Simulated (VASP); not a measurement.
A run of VASP 6.6.1:

File POSCAR:

```
GaN
1.0
    3.1495535634      0.0000000000      0.0000000000
   -1.5747767817      2.7275933965      0.0000000000
    0.0000000000      0.0000000000     10.2724620264
Ga N
4 4
Direct
    0.0000000000      0.0000000000     -0.0003613151
    0.3333333333      0.6666666667      0.2499322523
    0.0000000000      0.0000000000      0.4996386849
    0.6666666667      0.3333333333      0.7499322523
    0.0000000000      0.0000000000      0.1876438561
    0.3333333333      0.6666666667      0.4377852066
    0.0000000000      0.0000000000      0.6876438561
    0.6666666667      0.3333333333      0.9377852066
```

INCAR.step1

```
ALGO = Normal ; EDIFF = 1E-4
ENCUT = 520 ; GGA = PE
ISMEAR = 0 ; LASPH = True
LCHARG = False ; LREAL = False
LWAVE = True ; NBANDS = 46
NELM = 80 ; PREC = Accurate
SIGMA = 0.01
```

INCAR.step2

```
ALGO = Normal ; EDIFF = 1E-6
ENCUT = 520 ; ISIF = 2
ISMEAR = 0 ; ISTART = 1
LASPH = True ; LCHARG = False
LMIXTAU = True ; LREAL = False
LWAVE = False ; METAGGA = R2SCAN
NBANDS = 46 ; NELM = 80
PREC = Accurate ; SIGMA = 0.01
```

The input KPOINTS:

```
k-points
0
Gamma
  9 9 2
```

Potentials or basis: VASP PAW PBE potentials, release 64 (Ga_d, N).

The run is started by

```console
$ cat potpaw_PBE.64/Ga_d/POTCAR potpaw_PBE.64/N/POTCAR > POTCAR
$ cp INCAR.step1 INCAR
$ mpirun -np 1 vasp_std > vasp.out
$ cp INCAR.step2 INCAR
$ mpirun -np 1 vasp_std > vasp.out
```

Hardware: 1 thread of Intel(R) Xeon(R) 6975P-C (Granite Rapids), on a shared host.

Task: How long does it take, and how much memory?

Result: It took 2.4 min on 1 thread of Intel(R) Xeon(R) 6975P-C (Granite Rapids) (shared host), peak memory 0.25 GiB. Counts: k points 24.
